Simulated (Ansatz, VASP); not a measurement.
## Sc in VASP and in Ansatz

```
CELL_PARAMETERS angstrom
0.00000 2.32132 2.32132
2.32132 0.00000 2.32132
2.32132 2.32132 0.00000
ATOMIC_POSITIONS crystal
Sc 0.50000 0.50000 0.50000
```

Alike in both runs: task relaxation of cell and atoms; functional r2SCAN; k mesh 20 × 20 × 20; occupations gaussian, width 0.1 eV; no spin polarisation.

```csv
,VASP,Ansatz
version,VASP 6.6.1,Ansatz 0.2.0
potentials or method,"VASP PAW PBE potentials, release 64 (Sc_sv), cutoff 600 eV","scalar-relativistic, plane waves, PAW"
valence electrons in the cell,11,11
```

Ansatz gave:

```
gap on the k mesh at the Fermi level, each at its own relaxed structure (eV) : none
relaxed volume (Å³/atom)                                                     : 25.12
relaxed length of the cell vector where the two differ most in proportion (Å)              : 3.287
```

**Question.** What did VASP give for the same quantities?

**Answer.** gap on the k mesh at the Fermi level, each at its own relaxed structure (eV): none; relaxed volume (Å³/atom): 25.24; relaxed length of the cell vector where the two differ most in proportion (Å): 3.293.

VASP's potentials were made for PBE, not for r2SCAN. A gap of «none» marks a metal or a gap that the smearing closes.
